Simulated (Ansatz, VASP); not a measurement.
**BaTiO3 in VASP and in Ansatz**

```
Ba Ti O
1.0
     3.99404    0.00000    0.00000
     0.00000    3.99404    0.00000
     0.00000    0.00000    3.99404
Ba Ti O
1 1 3
Direct
  0.50000 0.50000 0.50000
  0.00000 0.00000 0.00000
  0.50000 0.00000 0.00000
  0.00000 0.50000 0.00000
  0.00000 0.00000 0.50000
```

Alike in both runs: task single point; functional r2SCAN; k mesh 8 × 8 × 8; occupations gaussian, width 0.05 eV; no spin polarisation.

|  | VASP | Ansatz |
| --- | --- | --- |
| version | VASP 6.6.1 | Ansatz 0.2.0 |
| potentials or method | VASP PAW PBE potentials, release 64 (Ba_sv, Ti_sv, O), cutoff 520 eV | scalar-relativistic, plane waves, PAW |
| valence electrons in the cell | 40 | 40 |

|  | VASP | Ansatz | Ansatz less VASP |
| --- | --- | --- | --- |
| gap on the k mesh at the Fermi level (eV) | 2.15 | 2.17 | +0.023 |
| least direct gap on the mesh (eV) | 2.30 | 2.28 | -0.020 |
| pressure (GPa) | 2.0 | 0.0 | -1.98 |

VASP's potentials were made for PBE, not for r2SCAN.

Spin-orbit coupling is off throughout.
